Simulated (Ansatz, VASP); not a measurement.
# One calculation of Pt, two programs

```xyz
8
Lattice="2.7366 0.0000 0.0000 -1.3683 2.3700 0.0000 0.0000 0.0000 20.0505" Properties=species:S:1:pos:R:3 pbc="T T T"
Pt    0.0000    0.0000    1.3138
Pt    0.0000    0.0000   11.3391
Pt    0.0000    0.0000    8.7114
Pt    0.0000    0.0000   18.7367
Pt    0.0000    1.5800    3.7001
Pt    1.3683    0.7900   13.7253
Pt    0.0000    1.5800    6.3251
Pt    1.3683    0.7900   16.3504
```

Alike in both runs: functional PBE; k mesh 12 × 12 × 4; occupations gaussian, width 0.1 eV; no spin polarisation.

Ansatz relaxed the structure, and its values are those at the end. VASP's run is a single point on that final structure, the one shown.

|  | VASP | Ansatz |
| --- | --- | --- |
| version | VASP 6.6.1 | Ansatz 0.2.0 |
| potentials or method | VASP PAW PBE potentials, release 64 (Pt), cutoff 520 eV | scalar-relativistic, plane waves, PAW |
| valence electrons in the cell | 80 | 144 |

```tsv
	VASP	Ansatz	Ansatz less VASP
gap on the k mesh at the Fermi level (eV)	none	none	-
pressure (GPa)	-0.4	0.0	+0.45
rms of the force components (eV/Å)	0.004	0.000	-0.0033
```

A gap of «none» marks a metal or a gap that the smearing closes. VASP's potentials hold 80 valence electrons a cell and Ansatz's 144, so a difference there can come from the potentials and not from the codes.

Neither program's run includes spin-orbit coupling.
